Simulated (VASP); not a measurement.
Wanted: the native input for a VASP 6.6.1 run.

- Task: single point
- Functional: LDA
- Potentials or basis: VASP PAW LDA potentials, release 64 (Si, O_h)
- Cutoff: 910 eV
- k mesh: 6 × 6 × 8
- Occupations: gaussian, width 0.05 eV
- Spin: no spin polarisation
- Dipole correction: no
- Second run: hard_potentials
- Further INCAR settings: ALGO = Normal; EDIFF = 1e-06; NBANDS = 25

The structure of SiO2 lies in POSCAR:

```
SiO2
1.0
    4.2050000000      0.0000000000      0.0000000000
    0.0000000000      4.2050000000      0.0000000000
    0.0000000000      0.0000000000      2.3420000000
Si O
2 4
Direct
    0.5000000000      0.5000000000      0.5000000000
    0.0000000000      0.0000000000      0.0000000000
    0.6944252994      0.6944252994      0.0000000000
    0.1944252994      0.8055747006      0.5000000000
    0.3055747006      0.3055747006      0.0000000000
    0.8055747006      0.1944252994      0.5000000000
```

These files were run (other wordings do the same):

INCAR

```
SYSTEM = SiO2
PREC     = Accurate       ! precision mode
ENCUT    = 910            ! plane-wave cutoff, eV
EDIFF    = 1E-6           ! SCF threshold, eV
ISMEAR   = 0              ! smearing method
SIGMA    = 0.05           ! smearing width, eV
LREAL    = .False.        ! projectors in reciprocal space
LASPH    = .True.         ! aspherical terms in the spheres
NELM     = 120            ! most SCF steps
ALGO     = Normal         ! electronic algorithm
ISIF     = 2              ! what is computed and relaxed
LWAVE    = .False.        ! write WAVECAR
LCHARG   = .False.        ! write CHGCAR
GGA      = CA             ! functional
NBANDS   = 25             ! bands
GGA_COMPAT= .False.
```

KPOINTS

```
Automatic mesh
0
Gamma
  6 6 8
  0 0 0
```

Potentials or basis: VASP PAW LDA potentials, release 64 (Si, O_h).

Run with:

```bash
$ cat potpaw_LDA.64/Si/POTCAR potpaw_LDA.64/O_h/POTCAR > POTCAR
$ mpirun -np 1 vasp_std > vasp.out
```

Results of the run:

```json
{
 "Pressure": "57.4 GPa",
 "Largest force": "0.569 eV/Å",
 "Band gap on the k mesh": "7.71 eV, direct"
}
```

Caveat: the cutoff is under 1.25 times the usual one of these potentials, so pressure, stress and relaxed cells hold a basis-set (Pulay) error.

It took 63 s on 1 thread of Intel(R) Xeon(R) Platinum 8488C (Sapphire Rapids) (shared host), peak memory 0.21 GiB.
